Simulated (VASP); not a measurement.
MgH6:

```
Mg H
1.0
     3.22280    0.00000    0.00000
    -1.61140    2.79102    0.00000
     0.00000    0.00000    6.21069
Mg H
1 6
Direct
  0.00000 0.00000 0.00000
  0.66667 0.33333 0.71226
  0.66667 0.33333 0.28774
  0.00000 0.00000 0.50000
  0.52308 0.47692 0.00000
  0.52308 0.04616 0.00000
  0.95384 0.47692 0.00000
```

The cell was built from a structure type or drawn by symmetry, and may not be a known phase.

- Program: VASP 6.6.1
- Task: relaxation of cell and atoms
- Functional: PBE
- Potentials or basis: VASP PAW PBE potentials, release 64 (Mg, H)
- Cutoff: 600 eV
- k mesh: 6 × 6 × 4
- Occupations: gaussian, width 0.1 eV
- Spin: no spin polarisation

At the start: pressure 13.3 GPa; volume 7.98 Å³/atom.

Question: Where does the relaxation end?

Answer: Over 43 steps the energy falls by 877.0 meV/atom and the volume is 8.17 Å³/atom (+2.3 %); space group P-6m2 (No. 187, to 0.1 Å) before and after.

Step by step:
```
step  energy change (eV)  largest force (eV/Å)  pressure (GPa)  volume (Å³)
   1              0.0000                0.4577           13.32        55.86
   3             -1.7155                0.5427           -3.91        69.40
   5             -1.8746                0.6861           -7.26        75.29
   7             -4.3028                0.3533           -5.69        55.06
   9             -4.3453                0.4299           -3.90        52.95
  11             -4.4805                0.7529           -1.14        49.37
  13             -4.6167                1.2202            5.31        44.19
  15             -3.8769                9.4122           39.05        37.10
  17             -4.9857                0.5123           20.75        39.17
  19             -5.0046                1.0830           17.97        39.71
  21             -5.0619                0.5104           20.13        39.68
  23             -5.3424                0.4671           15.05        42.06
  25             -5.9009                1.6136            2.42        53.95
  27             -5.9618                0.4138           -0.05        55.11
  29             -6.0404                0.2406           -0.76        56.67
  31             -6.0625                0.1660           -1.03        57.99
  33             -6.0946                0.3432            0.86        55.75
  35             -6.0998                0.2371            1.55        54.91
  37             -6.1055                0.0815            1.45        54.81
  39             -6.1275                0.0146            1.02        55.66
  41             -6.1359                0.3959           -0.17        57.25
  43             -6.1390                0.0327            0.22        57.16
```

Final structure:
```
Mg H
1.0
     4.18424    0.00000    0.00000
    -2.09212    3.62366    0.00000
     0.00000    0.00000    3.76983
Mg H
1 6
Direct
  0.00000 0.00000 0.00000
  0.66667 0.33333 0.60178
  0.66667 0.33333 0.39822
  0.00000 0.00000 0.50000
  0.43778 0.56222 0.00000
  0.43778 0.87555 0.00000
  0.12445 0.56222 0.00000
```

Caveat: the k points lie up to 0.42 Å⁻¹ apart in the final cell, too coarse for converged energies and pressures of a metal; a cell axis changed by over 15 % at a fixed basis, so the end point is rough.
